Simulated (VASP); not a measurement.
A run of VASP 6.6.1:

The input INCAR:

```
PREC     = Accurate       # precision mode
ENCUT    = 520            # plane-wave cutoff, eV
EDIFF    = 1E-6           # SCF threshold, eV
ISMEAR   = 0              # smearing method
SIGMA    = 0.05           # smearing width, eV
LREAL    = F              # projectors in reciprocal space
LASPH    = T              # aspherical terms in the spheres
NELM     = 150            # most SCF steps
ALGO     = Normal         # electronic algorithm
ISIF     = 2              # what is computed and relaxed
LWAVE    = F              # write WAVECAR
LCHARG   = F              # write CHGCAR
ISPIN    = 2              # spin polarisation
MAGMOM   = 2 2 0 0 0 0    # initial moments
LORBIT   = 11             # projections on sites
LMAXMIX  = 4              # l up to which the mixer works
GGA      = PE             # functional
NBANDS   = 37             # bands
```

File KPOINTS:

```
Automatic mesh
0
Gamma
  6 6 10
```

POSCAR

```
CrO2
1.0
    4.4439090495      0.0000000000      0.0000000000
    0.0000000000      4.4439090495      0.0000000000
    0.0000000000      0.0000000000      2.9217460473
Cr O
2 4
Direct
    0.0000000000      0.0000000000      0.0000000000
    0.5000000000      0.5000000000      0.5000000000
    0.3036626110      0.3036626110      0.0000000000
    0.1963373890      0.8036626110      0.5000000000
    0.6963373890      0.6963373890      0.0000000000
    0.8036626110      0.1963373890      0.5000000000
```

Potentials or basis: VASP PAW PBE potentials, release 64 (Cr_pv, O).

The run is started by

```sh
$ cat potpaw_PBE.64/Cr_pv/POTCAR potpaw_PBE.64/O/POTCAR > POTCAR
$ mpirun -np 1 vasp_std > vasp.out
```

Hardware: 1 thread of Intel(R) Xeon(R) Platinum 8259CL CPU @ 2.50GHz (Skylake/Cascade Lake) (shared host).

Question: Estimate the wall time of this run.

Answer: Run time: 3.4 min on 1 thread of Intel(R) Xeon(R) Platinum 8259CL CPU @ 2.50GHz (Skylake/Cascade Lake) (shared host), peak memory 0.31 GiB. Counts: scf iterations 17, k points 60.
